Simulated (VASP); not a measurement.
A run of VASP 6.6.1:

File INCAR:

```
SYSTEM = BiPt
PREC = Accurate ; ENCUT = 520
EDIFF = 1E-8 ; ISMEAR = -1
SIGMA = 0.05 ; LREAL = .FALSE.
LASPH = .TRUE. ; NELM = 60
ALGO = Normal ; ISIF = 2
LWAVE = .FALSE. ; LCHARG = .FALSE.
GGA = CA ; LEFG = .TRUE.
NBANDS = 33
```

Contents of KPOINTS:

```
regular mesh
0
G
  9 9 6
  0 0 0
```

Contents of POSCAR:

```
BiPt
1.0
    4.3435771585      0.0000000000      0.0000000000
   -2.1717885793      3.7616481626      0.0000000000
    0.0000000000      0.0000000000      5.5263586755
Bi Pt
2 2
Direct
    0.3333333333      0.6666666667      0.2500000000
    0.6666666667      0.3333333333      0.7500000000
    0.0000000000      0.0000000000      0.0000000000
    0.0000000000      0.0000000000      0.5000000000
```

Potentials or basis: VASP PAW LDA potentials, release 64 (Bi_d, Pt).

Launch:

```bash
$ cat potpaw_LDA.64/Bi_d/POTCAR potpaw_LDA.64/Pt/POTCAR > POTCAR
$ mpirun -np 1 vasp_std > vasp.out
```

Hardware: 1 thread of Intel(R) Xeon(R) Platinum 8488C (Sapphire Rapids) (shared host).

Task: How long does it take, and how much memory?

Result: Wall time 2.1 min on 1 thread of Intel(R) Xeon(R) Platinum 8488C (Sapphire Rapids), with other jobs on the host, peak memory 0.24 GiB. Counts: scf iterations 14, k points 48.
